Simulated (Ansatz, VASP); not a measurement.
**Two plane-wave programs on P**

```
P
1.0
     3.28373    0.00000    0.00000
     0.00000   34.85703    0.00000
     0.00000    0.00000    4.63208
P
4
Direct
  0.50000 0.97026 0.90785
  0.50000 0.02974 0.09215
  0.00000 0.02974 0.40785
  0.00000 0.97026 0.59215
```

Alike in both runs: functional PBEsol; k mesh 5 × 1 × 4; occupations fermi-dirac, width 0.05 eV; no spin polarisation.

```csv
,VASP,Ansatz
version,VASP 6.6.1,Ansatz 0.2.0
potentials or method,"VASP PAW PBE potentials, release 64 (P)",Ansatz PAW
plane-wave cutoff (eV),520,420
valence electrons in the cell,20,20
task,single point,projected density of states
```

|  | VASP | Ansatz | Ansatz less VASP |
| --- | --- | --- | --- |
| gap on the k mesh at the Fermi level (eV) | 0.89 | 0.88 | -0.015 |
| least direct gap on the mesh (eV) | 0.89 | 0.88 | -0.015 |
| rms of the force components (eV/Å) | 0.146 | 0.153 | +0.0068 |

VASP's potentials were made for PBE, not for PBEsol. Atom by atom the forces differ by 0.011 eV/Å (rms over components).

Noted on Ansatz's run: odd divisions of the mesh miss points on the zone boundary, where band edges often lie, so the gap on the mesh can be too wide.
